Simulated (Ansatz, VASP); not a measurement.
# CdTe in VASP and in Ansatz

File INCAR:

```
  ALGO = Normal
  EDIFF = 1E-6
  ENCUT = 520
  GGA = PE
  ISIF = 2
  ISMEAR = 0
  LASPH = T
  LCHARG = F
  LREAL = F
  LWAVE = F
  NBANDS = 16
  NELM = 100
  PREC = Accurate
  SIGMA = 0.019000000000000003
```

KPOINTS

```
k-points
0
Gamma
  7 7 7
```

Contents of POSCAR:

```
CdTe
1.0
    0.0000000000      3.2050000000      3.2050000000
    3.2050000000      0.0000000000      3.2050000000
    3.2050000000      3.2050000000      0.0000000000
Te Cd
1 1
Direct
    0.7500000000      0.7500000000      0.7500000000
    0.0000000000      0.0000000000      0.0000000000
```

The input input.yaml:

```yaml
crystal:
  lattice:
    - [0.0, 3.205, 3.205]
    - [3.205, 0.0, 3.205]
    - [3.205, 3.205, 0.0]
  atoms:
    - { symbol: Te, position: [0.75, 0.75, 0.75] }
    - { symbol: Cd, position: [0.0, 0.0, 0.0] }
kpoints:
  mp_grid: { grid: [7, 7, 7] }
scf:
  occupations: { method: gaussian, width: 0.019 }
hamiltonian:
  xc: pbe
  pseudopotentials: { kind: all_electron, lapw: { basis_error: 0.001 } }
output:
  forces: true
  stress: true
  eigenvalues: true
```

Alike in both runs: task single point; functional PBE; k mesh 7 × 7 × 7; occupations gaussian, width 0.019 eV; no spin polarisation.

```csv
,VASP,Ansatz
version,VASP 6.6.1,Ansatz 0.2.0
potentials or method,"VASP PAW PBE potentials, release 64 (Te, Cd), cutoff 520 eV","all-electron LAPW, scalar-relativistic"
```

VASP gave:

```
gap on the k mesh at the Fermi level (eV) : 0.87
least direct gap on the mesh (eV)         : 0.87
pressure (GPa)                            : 4.4
```

Question: Which values does Ansatz return?

Answer: gap on the k mesh at the Fermi level (eV): 0.87; least direct gap on the mesh (eV): 0.87; pressure (GPa): 4.3.

Ansatz ran all-electron here, and VASP with PAW potentials.

Neither program's run includes spin-orbit coupling.
